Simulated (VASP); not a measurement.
# SnSe (Cmc2_1) in VASP: single point with PBE

Aim: the single point of SnSe with PBE.

Everything below comes from runs of VASP 6.6.1. Logs are shortened: lines on timing, memory, paths and dates and some standing lists are left out, and cuts for length are marked.

**1. The cell of the first run**

The structure is orthorhombic, space group Cmc2_1 (No. 36). Conventional cell: a = 4.256 Å, b = 12.644 Å, c = 4.640 Å, α = 90.00°, β = 90.00°, γ = 90.00°. Within 4.0 Å of Sn (site symmetry m) lie 7 Se at 2.96 to 3.98 Å and 2 Sn at 3.74 Å. Se (site symmetry m) has 7 Sn at 2.96 to 3.98 Å and 10 Se at 4.04 to 4.64 Å within 4.7 Å.

**2. Single point, PBE (strained and its atoms moved)**

Contents of INCAR:

```
PREC     = Accurate       # precision mode
ENCUT    = 520            # plane-wave cutoff, eV
EDIFF    = 1E-7           # SCF threshold, eV
ISMEAR   = 0              # smearing method
SIGMA    = 0.02           # smearing width, eV
LREAL    = False          # projectors in reciprocal space
LASPH    = True           # aspherical terms in the spheres
NELM     = 100            # most SCF steps
ALGO     = Normal         # electronic algorithm
ISIF     = 2              # what is computed and relaxed
LWAVE    = False          # write WAVECAR
LCHARG   = False          # write CHGCAR
GGA      = PE             # functional
NBANDS   = 28             # bands
```

Contents of KPOINTS:

```
Automatic mesh
0
Gamma
  8 8 6
```

Contents of POSCAR:

```
SnSe
1.0
    2.1277823500     -6.3219875500      0.0000000000
    2.1277823500      6.3219875500      0.0000000000
    0.0000000000      0.0000000000      4.6397773600
Sn Se
2 2
Direct
    0.8839843688      0.1160156312      0.2456345705
    0.1160156312      0.8839843688      0.7456345705
    0.6496115927      0.3503884073      0.2543654295
    0.3503884073      0.6496115927      0.7543654295
```

Potentials or basis: VASP PAW PBE potentials, release 64 (Sn_d, Se).

Command:

```bash
cat potpaw_PBE.64/Sn_d/POTCAR potpaw_PBE.64/Se/POTCAR > POTCAR
mpirun -np 1 vasp_std > vasp.out
```

OUTCAR:

```text
PREC = Accurate
   ENCUT = 520
   EDIFF = 1E-7
   ISMEAR = 0
   LREAL = False
   LASPH = True
   NELM = 100
   ISIF = 2
   GGA = PE

 ion  position               nearest neighbor table
   1  0.884  0.116  0.246-   3 2.96   4 3.15   4 3.15   4 3.21   4 3.21   2 3.74   2 3.74
   2  0.116  0.884  0.746-   4 2.96   3 3.15   3 3.15   3 3.21   3 3.21   1 3.74   1 3.74
   3  0.650  0.350  0.254-   1 2.96   2 3.15   2 3.15   2 3.21   2 3.21
   4  0.350  0.650  0.754-   2 2.96   1 3.15   1 3.15   1 3.21   1 3.21

  LATTYP: Found a base centered orthorhombic cell.
 ALAT       =     4.2555647000
 B/A-ratio  =     2.9711626990
 C/A-ratio  =     1.0902847653

  Lattice vectors:

 A1 = (   2.1277823500,  -6.3219875500,   0.0000000000)
 A2 = (   2.1277823500,   6.3219875500,   0.0000000000)
 A3 = (   0.0000000000,   0.0000000000,   4.6397773600)

Analysis of symmetry for initial positions (statically):
=====================================================================
 Subroutine PRICEL returns:
 Original cell was already a primitive cell.

 Routine SETGRP: Setting up the symmetry group for a
 base centered orthorhombic supercell.

 Subroutine GETGRP returns: Found  4 space group operations
 (whereof  2 operations were pure point group operations)
 out of a pool of  8 trial point group operations.

The static configuration has the point symmetry C_1h.
 The point group associated with its full space group is C_2v.

Analysis of symmetry for dynamics (positions and initial velocities):
=====================================================================
 Subroutine PRICEL returns:
 Original cell was already a primitive cell.

 Routine SETGRP: Setting up the symmetry group for a
 base centered orthorhombic supercell.

 Subroutine GETGRP returns: Found  4 space group operations
 (whereof  2 operations were pure point group operations)
 out of a pool of  8 trial point group operations.

The dynamic configuration has the point symmetry C_1h.
 The point group associated with its full space group is C_2v.

 Subroutine INISYM returns: Found  4 space group operations
 (whereof  2 operations are pure point group operations),
 and found     1 'primitive' translations

----------------------------------------------------------------------------------------

                                     Primitive cell

  volume of cell :     124.8268

  direct lattice vectors                    reciprocal lattice vectors
     2.127782350 -6.321987550  0.000000000     0.234986440 -0.079089052  0.000000000
     2.127782350  6.321987550  0.000000000     0.234986440  0.079089052  0.000000000
     0.000000000  0.000000000  4.639777360     0.000000000  0.000000000  0.215527583

  length of vectors
     6.670456080  6.670456080  4.639777360     0.247938914  0.247938914  0.215527583

  position of ions in fractional coordinates (direct lattice)
     0.883984369  0.116015631  0.245634571
     0.116015631  0.883984369  0.745634571
     0.649611593  0.350388407  0.254365429
     0.350388407  0.649611593  0.754365429

  ion indices of the primitive-cell ions
   primitive index   ion index
                 1           1
                 2           2
                 3           3
                 4           4

----------------------------------------------------------------------------------------

 KPOINTS: Automatic mesh

Automatic generation of k-mesh.
 Grid dimensions read from file:
 generate k-points for:    8    8    6

 Generating k-lattice:

  Cartesian coordinates                     Fractional coordinates (reciprocal lattice)
     0.029373305 -0.009886131  0.000000000     0.125000000  0.000000000  0.000000000
     0.029373305  0.009886131  0.000000000     0.000000000  0.125000000  0.000000000
     0.000000000  0.000000000  0.035921264     0.000000000  0.000000000  0.166666667

  Length of vectors
     0.030992364  0.030992364  0.035921264

  Shift w.r.t. Gamma in fractional coordinates (k-lattice)
     0.000000000  0.000000000  0.000000000

 Subroutine IBZKPT returns following result:
 ===========================================

 Found     84 irreducible k-points:

 Following reciprocal coordinates:
            Coordinates               Weight
  0.000000  0.000000  0.000000      1.000000
  0.125000 -0.000000  0.000000      4.000000
  0.250000 -0.000000  0.000000      4.000000
  0.375000  0.000000  0.000000      4.000000
  0.500000 -0.000000  0.000000      2.000000
  0.125000  0.125000  0.000000      2.000000
[... 16 lines left out ...]
  0.125000 -0.000000  0.166667      8.000000
  0.250000 -0.000000  0.166667      8.000000
 [... further k-points ...]
   k-points           NKPTS =     84   k-points in BZ     NKDIM =     84   number of bands    NBANDS=     28
   number of dos      NEDOS =    301   number of ions     NIONS =      4
   total plane-waves  NPLWV =  90000
   dimension x,y,z NGX =    50 NGY =   50 NGZ =   36
   dimension x,y,z NGXF=   100 NGYF=  100 NGZF=   72
   ions per type =               2   2
   NGX,Y,Z   is equivalent  to a cutoff of  12.46, 12.46, 12.90 a.u.
   NGXF,Y,Z  is equivalent  to a cutoff of  24.92, 24.92, 25.80 a.u.
 SYSTEM =  unknown system
   PREC   = accura    normal or accurate (medium, high low for compatibility)
   ISTART =      0    job   : 0-new  1-cont  2-samecut
   ICHARG =      2    charge: 1-file 2-atom 10-const
   ISPIN  =      1    spin polarized calculation?
   LNONCOLLINEAR =      F non collinear calculations
   LSORBIT =      F    spin-orbit coupling
   LASPH  =      T    aspherical Exc in radial PAW
   ENCUT  =  520.0 eV  38.22 Ry    6.18 a.u.  12.40 12.40  8.63*2*pi/ulx,y,z
   NELM   =    100;   NELMIN=  2; NELMDL= -5     # of ELM steps
   EDIFF  = 0.1E-06   stopping-criterion for ELM
   LREAL  =      F    real-space projection
   EDIFFG = 0.1E-05   stopping-criterion for IOM
   NSW    =      0    number of steps for IOM
   IBRION =     -1    ionic relax: 0-MD 1-quasi-New 2-CG
   NFREE  =      0    steps in history (QN), initial steepest desc. (CG)
   ISIF   =      2    stress and relaxation
   ISYM   =      2    0-nonsym 1-usesym 2-fastsym
   POTIM  = 0.5000    time-step for ionic-motion
   TEBEG  =    0.0;   TEEND  =   0.0 temperature during run
   PSTRESS=    0.0 pullay stress
   NELECT =      40.0000    total number of electrons
   NUPDOWN=      -1.0000    fix difference up-down
   EMIN   =  10.00;   EMAX   =-10.00  energy-range for DOS
   EFERMI =   0.00;   METHOD = LEGACY
   ISMEAR =     0;   SIGMA  =   0.02  broadening in eV -4-tet -1-fermi 0-gaus
   EFERMI_NEDOS =   21; number of points for ismear=-14 and -15
   IALGO  =     38    algorithm
   IMIX   =      4    mixing-type and parameters
     AMIX     =   0.40;   BMIX     =  1.00
     AMIX_MAG =   1.60;   BMIX_MAG =  1.00
  volume/ion in A,a.u.               =      31.21       210.59
  Fermi-wavevector in a.u.,A,eV,Ry     =   1.120277  2.117017 17.075598  1.255021
  Thomas-Fermi vector in A             =   2.256923
   LORBIT       =      0    0 simple, 1 ext, 2 COOP (PROOUT), +10 PAW based schemes
   GGA     = PE    functional components
   LHFCALC =     F    Hartree Fock is set to
   AEXX    =    0.0000 exact exchange contribution
   IVDW    =     0    specifies the selected vdW correction
   LEPSILON=     F    determine dielectric tensor
   LRPA    =     F    only Hartree local field effects (RPA)
 non-spin polarized calculation
 Gauss-broadening in eV      SIGMA  =   0.02
  energy-cutoff  :      520.00
  volume of cell :      124.83
 maximum number of plane-waves:      3378
 NGX is ok and might be reduce to    50
   NGX = 25   NGY = 25   NGZ = 17

 number of electron      40.0000004 magnetization

 Free energy of the ion-electron system (eV)
  ---------------------------------------------------
  ext. energy  EPLUGINS =         0.00000000
  ---------------------------------------------------
  free energy    TOTEN  =       -15.96081012 eV

  energy without entropy =      -15.96081012  energy(sigma->0) =      -15.96081012

 E-fermi :   3.8617     XC(G=0):  -9.0328

 val. band max:        3.7378571574   @ k =   0.5000   0.5000   0.3333
 cond. band min:       3.9820057051   @ k =   0.5000   0.5000   0.0000
 fundamental gap:      0.2441485477
 Fermi energy:         3.8616561030

 k-point     1 :       0.0000    0.0000    0.0000
  band No.  band energies     occupation
      1     -17.6451      2.00000
      2     -17.6373      2.00000
      3     -17.6265      2.00000
      4     -17.6232      2.00000
      5     -17.6200      2.00000
      6     -17.6115      2.00000
[... 20 lines left out ...]
     27       8.5659      0.00000
     28       9.8421      0.00000

 k-point     2 :       0.1250   -0.0000    0.0000
  band No.  band energies     occupation
      1     -17.6434      2.00000
      2     -17.6358      2.00000
      3     -17.6274      2.00000
      4     -17.6239      2.00000
      5     -17.6196      2.00000
      6     -17.6123      2.00000
[... 20 lines left out ...]
     27       9.0905      0.00000
     28      10.1955      0.00000

 k-point     3 :       0.2500   -0.0000    0.0000
  band No.  band energies     occupation
      1     -17.6395      2.00000
      2     -17.6323      2.00000
      3     -17.6295      2.00000
      4     -17.6256      2.00000
      5     -17.6187      2.00000
      6     -17.6142      2.00000
[... 20 lines left out ...]
     27      10.2349      0.00000
     28      10.4724      0.00000

 k-point     4 :       0.3750    0.0000    0.0000
  band No.  band energies     occupation
      1     -17.6355      2.00000
      2     -17.6316      2.00000
      3     -17.6290      2.00000
      4     -17.6272      2.00000
      5     -17.6178      2.00000
      6     -17.6160      2.00000
[... 20 lines left out ...]
     27      10.9518      0.00000
     28      11.1179      0.00000

 k-point     5 :       0.5000   -0.0000    0.0000
  band No.  band energies     occupation
      1     -17.6339      2.00000
      2     -17.6325      2.00000
      3     -17.6280      2.00000
      4     -17.6275      2.00000
      5     -17.6175      2.00000
      6     -17.6166      2.00000
[... 20 lines left out ...]
     27      11.0326      0.00000
     28      11.8929      0.00000

 k-point     6 :       0.1250    0.1250    0.0000
  band No.  band energies     occupation
      1     -17.6394      2.00000
      2     -17.6324      2.00000
      3     -17.6294      2.00000
      4     -17.6256      2.00000
      5     -17.6191      2.00000
      6     -17.6138      2.00000
[... 463 lines left out ...]
      5     -17.6162      2.00000
      6     -17.6143      2.00000
[... 20 lines left out ...]
     27       9.3441      0.00000
     28      10.4206      0.00000

 k-point    22 :       0.0000    0.0000    0.1667
  band No.  band energies     occupation
      1     -17.6443      2.00000
      2     -17.6376      2.00000
      3     -17.6272      2.00000
      4     -17.6245      2.00000
      5     -17.6181      2.00000
      6     -17.6107      2.00000
[... 20 lines left out ...]
     27       8.6556      0.00000
     28      10.3069      0.00000

 k-point    23 :       0.1250   -0.0000    0.1667
  band No.  band energies     occupation
      1     -17.6426      2.00000
      2     -17.6361      2.00000
      3     -17.6282      2.00000
      4     -17.6252      2.00000
      5     -17.6178      2.00000
      6     -17.6115      2.00000
[... 20 lines left out ...]
     27       9.1870      0.00000
     28      10.7161      0.00000

 k-point    24 :       0.2500   -0.0000    0.1667
  band No.  band energies     occupation
      1     -17.6387      2.00000
      2     -17.6324      2.00000
      3     -17.6305      2.00000
      4     -17.6270      2.00000
      5     -17.6173      2.00000
      6     -17.6133      2.00000
[... 20 lines left out ...]
     27      10.1180      0.00000
     28      10.9924      0.00000

 [... further k-points ...]

------------------------ aborting loop because EDIFF is reached ----------------------------------------

  FORCE on cell =-STRESS in cart. coord.  units (eV):
  Direction    XX          YY          ZZ          XY          YZ          ZX
  --------------------------------------------------------------------------------------
  -------------------------------------------------------------------------------------
  Total       -2.6326740     -4.9824884     -4.9088916      0.0000000      0.0000000      0.0000000
  in kB      -33.7908945    -63.9512306    -63.0066012      0.0000000      0.0000000      0.0000000
  external PRESSURE =     -53.5829088 kB  Pullay stress =       0.0000000 kB

 VOLUME and BASIS-vectors are now :
 -----------------------------------------------------------------------------
  energy-cutoff  :      520.00
  volume of cell :      124.83
      direct lattice vectors                 reciprocal lattice vectors
     2.127782350 -6.321987550  0.000000000     0.234986440 -0.079089052  0.000000000
     2.127782350  6.321987550  0.000000000     0.234986440  0.079089052  0.000000000
     0.000000000  0.000000000  4.639777360     0.000000000  0.000000000  0.215527583

 POSITION                                       TOTAL-FORCE (eV/Angst)
 -----------------------------------------------------------------------------------
      2.12778     -4.85509      1.13969         0.000000      0.898802     -0.084767
      2.12778      4.85509      3.45958         0.000000     -0.898802     -0.084767
      2.12778     -1.89169      1.18020         0.000000     -0.340192      0.084767
      2.12778      1.89169      3.50009         0.000000      0.340192      0.084767
 -----------------------------------------------------------------------------------
    total drift:                                0.000001      0.000000     -0.000665

  FREE ENERGIE OF THE ION-ELECTRON SYSTEM (eV)
  ---------------------------------------------------
  free  energy   TOTEN  =       -15.9608101227 eV

  energy  without entropy=      -15.9608101227  energy(sigma->0) =      -15.96081012
```

Run time: 4.9 min. Hardware: 1 thread of Intel Xeon Platinum 8375C at 2.90GHz (Ice Lake), shared host; peak memory 0.45 GiB.

What came out:

```yaml
Free_energy: -15.9608 eV
Pressure: -5.4 GPa
Largest_force: 0.903 eV/Å
Band_gap_on_the_k_mesh: 0.24 eV (least direct gap 0.34 eV)
```

Forces on the atoms (eV/Å):
```
Sn   0.000  0.899 -0.085
Sn   0.000 -0.899 -0.085
Se   0.000 -0.340  0.085
Se   0.000  0.340  0.085
```

Caveat: the cell differs from its parent crystal (strained and its atoms moved); the cell stands under tension; semilocal functionals underestimate gaps, and a narrow one can read as zero; spin-orbit coupling is left out, which moves the levels of the heavy elements.
